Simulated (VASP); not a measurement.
Wanted: the native input for a VASP 6.6.1 run.

```
Task                   : single point
Functional             : PBE
Potentials or basis    : VASP PAW PBE potentials, release 64 (Al, N)
Cutoff                 : 520 eV
k mesh                 : 15 × 15 × 15
Occupations            : fermi-dirac, width 0.08 eV
Spin                   : no spin polarisation
Dipole correction      : no
Further INCAR settings : ALGO = Normal; EDIFF = 1e-07; NBANDS = 11
```

The structure of AlN (rocksalt type) lies in POSCAR:

```
AlN
1.0
    0.0000000000      2.0353381221      2.0353381221
    2.0353381221      0.0000000000      2.0353381221
    2.0353381221      2.0353381221      0.0000000000
Al N
1 1
Direct
    0.0000000000      0.0000000000      0.0000000000
    0.5000000000      0.5000000000      0.5000000000
```

One way to write it, as run:

INCAR

```
SYSTEM = AlN
  ALGO = Normal
  EDIFF = 1E-7
  ENCUT = 520
  GGA = PE
  ISIF = 2
  ISMEAR = -1
  LASPH = .True.
  LCHARG = .True.
  LELF = .True.
  LREAL = .False.
  LVHAR = .True.
  LWAVE = .False.
  NBANDS = 11
  NELM = 100
  PREC = Accurate
  SIGMA = 0.08
```

KPOINTS

```
k-points
0
Gamma
  15 15 15
  0 0 0
```

Potentials or basis: VASP PAW PBE potentials, release 64 (Al, N).

Command:

```console
$ cat potpaw_PBE.64/Al/POTCAR potpaw_PBE.64/N/POTCAR > POTCAR
$ mpirun -np 1 vasp_std > vasp.out
```

Results of the run:

```
Pressure               : -0.3 GPa
Band gap on the k mesh : 4.48 eV, indirect (least direct gap 5.39 eV)
```

Run time: 33 s on 1 thread of AMD EPYC 7R13, with other jobs on the host, peak memory 0.12 GiB.
